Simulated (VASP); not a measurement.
# NaCl (R3m) in VASP: notebook

The runs below take NaCl through electric field gradients, with PBE.

Program: VASP 6.6.1. These are calculated values, not measurements. Logs are shortened: lines on timing, memory, paths and dates and some standing lists are left out, and cuts for length are marked.

## (1) The cell of the first run

The structure is trigonal, space group R3m (No. 160). Conventional cell: a = 4.005 Å, b = 4.005 Å, c = 9.809 Å, α = 90.00°, β = 90.00°, γ = 120.00°. Na (site symmetry 3m) has 6 Cl at 2.80 to 2.86 Å within 3.7 Å. Cl (site symmetry 3m) has 6 Na at 2.80 to 2.86 Å within 3.7 Å.

## (2) Electric field gradients, PBE (atom 2 (Cl) moved by [0.028868, 0.028868, 0.028868] A)

The input, INCAR:

```
PREC = Accurate
ENCUT = 520
EDIFF = 1E-8
ISMEAR = -1
SIGMA = 0.03
LREAL = False
LASPH = True
NELM = 60
ALGO = Normal
ISIF = 2
LWAVE = False
LCHARG = False
GGA = PE
LEFG = True
NBANDS = 14
```

The input, KPOINTS:

```
Automatic mesh
0
Gamma
  7 7 7
```

The input, POSCAR:

```
NaCl
1.0
    0.0000000000      2.8317500000      2.8317500000
    2.8317500000      0.0000000000      2.8317500000
    2.8317500000      2.8317500000      0.0000000000
Na Cl
1 1
Direct
    0.0000000000      0.0000000000      0.0000000000
    0.5050972014      0.5050972014      0.5050972014
```

Potentials or basis: VASP PAW PBE potentials, release 64 (Na_pv, Cl).

Started as:

```console
> cat potpaw_PBE.64/Na_pv/POTCAR potpaw_PBE.64/Cl/POTCAR > POTCAR
> mpirun -np 1 vasp_std > vasp.out
```

OUTCAR:

```text
PREC = Accurate
   ENCUT = 520
   EDIFF = 1E-8
   ISMEAR = -1
   LREAL = False
   LASPH = True
   NELM = 60
   ISIF = 2
   GGA = PE

 ion  position               nearest neighbor table
   1  0.000  0.000  0.000-
   2  0.505  0.505  0.505-

  LATTYP: Found a face centered cubic cell.
 ALAT       =     5.6635000000

  Lattice vectors:

 A1 = (   0.0000000000,   2.8317500000,   2.8317500000)
 A2 = (   2.8317500000,   0.0000000000,   2.8317500000)
 A3 = (   2.8317500000,   2.8317500000,   0.0000000000)

Analysis of symmetry for initial positions (statically):
[... 5 lines left out ...]
 face centered cubic supercell.

 Subroutine GETGRP returns: Found  6 space group operations
 (whereof  6 operations were pure point group operations)
 out of a pool of 48 trial point group operations.

The static configuration has the point symmetry C_3v.

Analysis of symmetry for dynamics (positions and initial velocities):
[... 5 lines left out ...]
 face centered cubic supercell.

 Subroutine GETGRP returns: Found  6 space group operations
 (whereof  6 operations were pure point group operations)
 out of a pool of 48 trial point group operations.

The dynamic configuration has the point symmetry C_3v.

 Subroutine INISYM returns: Found  6 space group operations
 (whereof  6 operations are pure point group operations),
 and found     1 'primitive' translations

----------------------------------------------------------------------------------------

                                     Primitive cell

  volume of cell :      45.4145

  direct lattice vectors                    reciprocal lattice vectors
     0.000000000  2.831750000  2.831750000    -0.176569259  0.176569259  0.176569259
     2.831750000  0.000000000  2.831750000     0.176569259 -0.176569259  0.176569259
     2.831750000  2.831750000  0.000000000     0.176569259  0.176569259 -0.176569259

  length of vectors
     4.004699255  4.004699255  4.004699255     0.305826928  0.305826928  0.305826928

  position of ions in fractional coordinates (direct lattice)
     0.000000000  0.000000000  0.000000000
     0.505097201  0.505097201  0.505097201

  ion indices of the primitive-cell ions
   primitive index   ion index
                 1           1
                 2           2

----------------------------------------------------------------------------------------

 KPOINTS: Automatic mesh

Automatic generation of k-mesh.
 Grid dimensions read from file:
 generate k-points for:    7    7    7

 Generating k-lattice:

  Cartesian coordinates                     Fractional coordinates (reciprocal lattice)
    -0.025224180  0.025224180  0.025224180     0.142857143  0.000000000  0.000000000
     0.025224180 -0.025224180  0.025224180     0.000000000  0.142857143  0.000000000
     0.025224180  0.025224180 -0.025224180     0.000000000  0.000000000  0.142857143

  Length of vectors
     0.043689561  0.043689561  0.043689561

  Shift w.r.t. Gamma in fractional coordinates (k-lattice)
     0.000000000  0.000000000  0.000000000

 Subroutine IBZKPT returns following result:
 ===========================================

 Found     44 irreducible k-points:

 Following reciprocal coordinates:
            Coordinates               Weight
  0.000000  0.000000  0.000000      1.000000
  0.142857  0.000000  0.000000      6.000000
  0.142857  0.142857  0.142857      2.000000
  0.285714  0.000000  0.000000      6.000000
  0.285714  0.285714  0.285714      2.000000
  0.428571  0.000000  0.000000      6.000000
[... 16 lines left out ...]
  0.285714  0.285714  0.000000      6.000000
  0.428571  0.285714  0.000000     12.000000
 [... further k-points ...]
   k-points           NKPTS =     44   k-points in BZ     NKDIM =     44   number of bands    NBANDS=     14
   number of dos      NEDOS =    301   number of ions     NIONS =      2
   total plane-waves  NPLWV =  27000
   dimension x,y,z NGX =    30 NGY =   30 NGZ =   30
   dimension x,y,z NGXF=    60 NGYF=   60 NGZF=   60
   ions per type =               1   1
   NGX,Y,Z   is equivalent  to a cutoff of  12.45, 12.45, 12.45 a.u.
   NGXF,Y,Z  is equivalent  to a cutoff of  24.91, 24.91, 24.91 a.u.
 SYSTEM =  unknown system
   PREC   = accura    normal or accurate (medium, high low for compatibility)
   ISTART =      0    job   : 0-new  1-cont  2-samecut
   ICHARG =      2    charge: 1-file 2-atom 10-const
   ISPIN  =      1    spin polarized calculation?
   LNONCOLLINEAR =      F non collinear calculations
   LSORBIT =      F    spin-orbit coupling
   LASPH  =      T    aspherical Exc in radial PAW
   ENCUT  =  520.0 eV  38.22 Ry    6.18 a.u.   7.45  7.45  7.45*2*pi/ulx,y,z
   NELM   =     60;   NELMIN=  2; NELMDL= -5     # of ELM steps
   EDIFF  = 0.1E-07   stopping-criterion for ELM
   LREAL  =      F    real-space projection
   EDIFFG = 0.1E-06   stopping-criterion for IOM
   NSW    =      0    number of steps for IOM
   IBRION =     -1    ionic relax: 0-MD 1-quasi-New 2-CG
   NFREE  =      0    steps in history (QN), initial steepest desc. (CG)
   ISIF   =      2    stress and relaxation
   ISYM   =      2    0-nonsym 1-usesym 2-fastsym
   POTIM  = 0.5000    time-step for ionic-motion
   TEBEG  =    0.0;   TEEND  =   0.0 temperature during run
   PSTRESS=    0.0 pullay stress
   NELECT =      14.0000    total number of electrons
   NUPDOWN=      -1.0000    fix difference up-down
   EMIN   =  10.00;   EMAX   =-10.00  energy-range for DOS
   EFERMI =   0.00;   METHOD = LEGACY
   ISMEAR =    -1;   SIGMA  =   0.03  broadening in eV -4-tet -1-fermi 0-gaus
   EFERMI_NEDOS =   21; number of points for ismear=-14 and -15
   IALGO  =     38    algorithm
   IMIX   =      4    mixing-type and parameters
     AMIX     =   0.40;   BMIX     =  1.00
     AMIX_MAG =   1.60;   BMIX_MAG =  1.00
  volume/ion in A,a.u.               =      22.71       153.24
  Fermi-wavevector in a.u.,A,eV,Ry     =   1.105909  2.089864 16.640388  1.223034
  Thomas-Fermi vector in A             =   2.242402
   LORBIT       =      0    0 simple, 1 ext, 2 COOP (PROOUT), +10 PAW based schemes
   GGA     = PE    functional components
   LHFCALC =     F    Hartree Fock is set to
   AEXX    =    0.0000 exact exchange contribution
   IVDW    =     0    specifies the selected vdW correction
   LEPSILON=     F    determine dielectric tensor
   LRPA    =     F    only Hartree local field effects (RPA)
 non-spin polarized calculation
  energy-cutoff  :      520.00
  volume of cell :       45.41
 maximum number of plane-waves:      1243
 NGX is ok and might be reduce to    30
   NGX = 15   NGY = 15   NGZ = 15

 number of electron      13.9999994 magnetization

 Free energy of the ion-electron system (eV)
  ---------------------------------------------------
  ext. energy  EPLUGINS =         0.00000000
  ---------------------------------------------------
  free energy    TOTEN  =        -6.77517597 eV

  energy without entropy =       -6.77517597  energy(sigma->0) =       -6.77517597

 E-fermi :  -0.0797     XC(G=0):  -8.1124

 val. band max:       -0.8031542784   @ k =   0.0000   0.0000   0.0000
 cond. band min:       4.2566138917   @ k =   0.0000   0.0000   0.0000
 fundamental gap:      5.0597681701
 Fermi energy:        -0.0797187109

 k-point     1 :       0.0000    0.0000    0.0000
  band No.  band energies     occupation
      1     -21.6448      2.00000
      2     -21.6446      2.00000
      3     -21.6446      2.00000
      4     -13.4344      2.00000
      5      -0.8042      2.00000
      6      -0.8042      2.00000
      7      -0.8032      2.00000
      8       4.2566      0.00000
      9      10.3042      0.00000
     10      10.3042      0.00000
     11      10.3076      0.00000
     12      12.4516      0.00000
     13      12.4516      0.00000
     14      14.0329      0.00000

 k-point     2 :       0.1429    0.0000    0.0000
  band No.  band energies     occupation
      1     -21.6499      2.00000
      2     -21.6452      2.00000
      3     -21.6450      2.00000
      4     -13.3761      2.00000
      5      -1.2591      2.00000
      6      -0.8549      2.00000
      7      -0.8538      2.00000
      8       4.8772      0.00000
      9       9.6497      0.00000
     10      10.5335      0.00000
[... 362 lines left out ...]
 k-point    24 :       0.4286    0.2857    0.0000
  band No.  band energies     occupation
      1     -21.6625      2.00000
      2     -21.6516      2.00000
      3     -21.6504      2.00000
      4     -13.1142      2.00000
      5      -2.2612      2.00000
      6      -1.4054      2.00000
      7      -1.2613      2.00000
      8       7.0721      0.00000
      9       7.9349      0.00000
     10       9.4690      0.00000
     11      11.9624      0.00000
     12      12.9022      0.00000
     13      14.7412      0.00000
     14      16.6295      0.00000

 [... further k-points ...]
[... 5 lines left out ...]
  --------------------------------------------------------------------------------------
  -------------------------------------------------------------------------------------
  Total        0.1177531      0.1177531      0.1177531     -0.0018203     -0.0018203     -0.0018203
  in kB        4.1542088      4.1542088      4.1542088     -0.0642193     -0.0642193     -0.0642193
  external PRESSURE =       4.1542088 kB  Pullay stress =       0.0000000 kB

 VOLUME and BASIS-vectors are now :
 -----------------------------------------------------------------------------
  energy-cutoff  :      520.00
  volume of cell :       45.41
      direct lattice vectors                 reciprocal lattice vectors
     0.000000000  2.831750000  2.831750000    -0.176569259  0.176569259  0.176569259
     2.831750000  0.000000000  2.831750000     0.176569259 -0.176569259  0.176569259
     2.831750000  2.831750000  0.000000000     0.176569259  0.176569259 -0.176569259

 POSITION                                       TOTAL-FORCE (eV/Angst)
 -----------------------------------------------------------------------------------
      0.00000      0.00000      0.00000         0.037335      0.037335      0.037335
      2.86062      2.86062      2.86062        -0.037335     -0.037335     -0.037335
 -----------------------------------------------------------------------------------
    total drift:                                0.000049      0.000049      0.000049

  FREE ENERGIE OF THE ION-ELECTRON SYSTEM (eV)
  ---------------------------------------------------
  free  energy   TOTEN  =        -6.7751759676 eV

  energy  without entropy=       -6.7751759676  energy(sigma->0) =       -6.77517597

 Electric field gradients (V/A^2)
---------------------------------------------------------------------
 ion       V_xx      V_yy      V_zz      V_xy      V_xz      V_yz
---------------------------------------------------------------------
   1      -0.000    -0.000     0.000     0.036     0.036     0.036
   2      -0.000     0.000    -0.000    -0.006    -0.006    -0.006
---------------------------------------------------------------------

 Electric field gradients after diagonalization (V/A^2)
 (convention: |V_zz| > |V_xx| > |V_yy|)
----------------------------------------------------------------------
 ion       V_xx      V_yy      V_zz     asymmetry (V_yy - V_xx)/ V_zz
----------------------------------------------------------------------
   1      -0.036    -0.036     0.071       0.000
   2       0.006     0.006    -0.013       0.000
----------------------------------------------------------------------

           NMR quadrupolar parameters

 Cq : quadrupolar parameter    Cq=e*Q*V_zz/h
 eta: asymmetry parameters     (V_yy - V_xx)/ V_zz
 Q  : nuclear electric quadrupole moment in mb (millibarn)
----------------------------------------------------------------------
 ion       Cq(MHz)       eta       Q (mb)
----------------------------------------------------------------------
   1       0.000       0.000       1.000
   2      -0.000       0.000       1.000
----------------------------------------------------------------------
```

Wall time 25 s (1 thread of AMD EPYC 7R43 (Zen 3), shared host); peak memory 0.14 GiB.

What came out:

| Quantity | Value |
| --- | --- |
| Free energy | -6.7752 eV |
| Pressure | 0.4 GPa |
| Largest force | 0.065 eV/Å |
| Band gap on the k mesh | 5.06 eV, direct |

Forces on the atoms (eV/Å):
```
Na   0.037  0.037  0.037
Cl  -0.037 -0.037 -0.037
```

Caveat: the cell differs from its parent crystal (atom 2 (Cl) moved by [0.028868, 0.028868, 0.028868] A); without QUAD_EFG the Cq values of the log hold for a quadrupole moment of 1 mb, not for the nuclei.

(Continued in part 2 of 2.)
